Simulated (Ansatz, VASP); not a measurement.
## ZnAu in VASP and in Ansatz

File INCAR:

```
  PREC = Accurate
  ENCUT = 500
  EDIFF = 1E-6
  ISMEAR = -1
  SIGMA = 0.05
  LREAL = False
  LASPH = True
  NELM = 120
  ALGO = Normal
  ISIF = 2
  LWAVE = False
  LCHARG = True
  LELF = True
  LVHAR = True
  NBANDS = 18
  GGA_COMPAT = False
```

KPOINTS

```
regular mesh
0
Gamma
  13 13 13
```

Contents of POSCAR:

```
ZnAu
1.0
    3.1470000000      0.0000000000      0.0000000000
    0.0000000000      3.1470000000      0.0000000000
    0.0000000000      0.0000000000      3.1470000000
Zn Au
1 1
Direct
    0.5000000000      0.5000000000      0.5000000000
    0.0000000000      0.0000000000      0.0000000000
```

Input for Ansatz:

```yaml
crystal:
  lattice:
    - [3.147, 0.0, 0.0]
    - [0.0, 3.147, 0.0]
    - [0.0, 0.0, 3.147]
  atoms:
    - { symbol: Zn, position: [0.5, 0.5, 0.5] }
    - { symbol: Au, position: [0.0, 0.0, 0.0] }
kpoints:
  mp_grid: { grid: [13, 13, 13] }
  band_path:
    path:
      - [0.0, 0.0, 0.0]
      - [0.0, 0.5, 0.0]
      - [0.5, 0.5, 0.0]
      - [0.0, 0.0, 0.0]
      - [0.5, 0.5, 0.5]
      - [0.0, 0.5, 0.0]
      - [0.5, 0.5, 0.5]
      - [0.5, 0.5, 0.0]
    npoints: 5
scf:
  occupations: { method: fermi_dirac, width: 0.05 }
hamiltonian:
  xc: lda
  pseudopotentials: { kind: all_electron, lapw: { basis_error: 0.0005 } }
output:
  forces: true
  stress: true
  eigenvalues: true
```

Alike in both runs: task single point; functional LDA; k mesh 13 × 13 × 13; occupations fermi-dirac, width 0.05 eV; no spin polarisation.

```csv
,VASP,Ansatz
version,VASP 6.6.1,Ansatz 0.2.0
potentials or method,"VASP PAW LDA potentials, release 64 (Zn, Au), cutoff 500 eV","all-electron LAPW, scalar-relativistic"
```

|  | VASP | Ansatz | Ansatz less VASP |
| --- | --- | --- | --- |
| pressure (GPa) | -6.3 | -6.8 | -0.54 |

LDA's correlation is that of Perdew and Zunger in VASP and of Perdew and Wang (1992) in Ansatz. Ansatz ran all-electron here, and VASP with PAW potentials.

Neither program's run includes spin-orbit coupling.
